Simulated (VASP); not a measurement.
Here is a VASP 6.6.1 calculation.

INCAR

```
ALGO = Normal
EDIFF = 1E-6
ENCUT = 520
GGA = PE
ISIF = 2
ISMEAR = -1
LASPH = True
LCHARG = False
LREAL = False
LWAVE = False
NBANDS = 22
NELM = 80
PREC = Accurate
SIGMA = 0.05
```

KPOINTS

```
k-points
0
Gamma
  11 11 11
```

The input POSCAR:

```
Bi
1.0
    0.0000000000      3.6442407693      3.6442407693
    3.6442407693      0.0000000000      3.6442407693
    3.6442407693      3.6442407693      0.0000000000
Bi
2
Direct
   -0.1250000000     -0.1250000000     -0.1250000000
    0.1250000000      0.1250000000      0.1250000000
```

Potentials or basis: VASP PAW PBE potentials, release 64 (Bi_d).

Launch:

```bash
$ cat potpaw_PBE.64/Bi_d/POTCAR > POTCAR
$ mpirun -np 1 vasp_std > vasp.out
```

(1) What does it give for the band gap on the k mesh?

(2) Predict the pressure.

Answers

(1) zero (band 15 reaches 3.74 eV, above the bottom of band 16 at 3.17 eV).

(2) 0.0 GPa.

Caveat: spin-orbit coupling is left out, which moves the levels of the heavy elements.
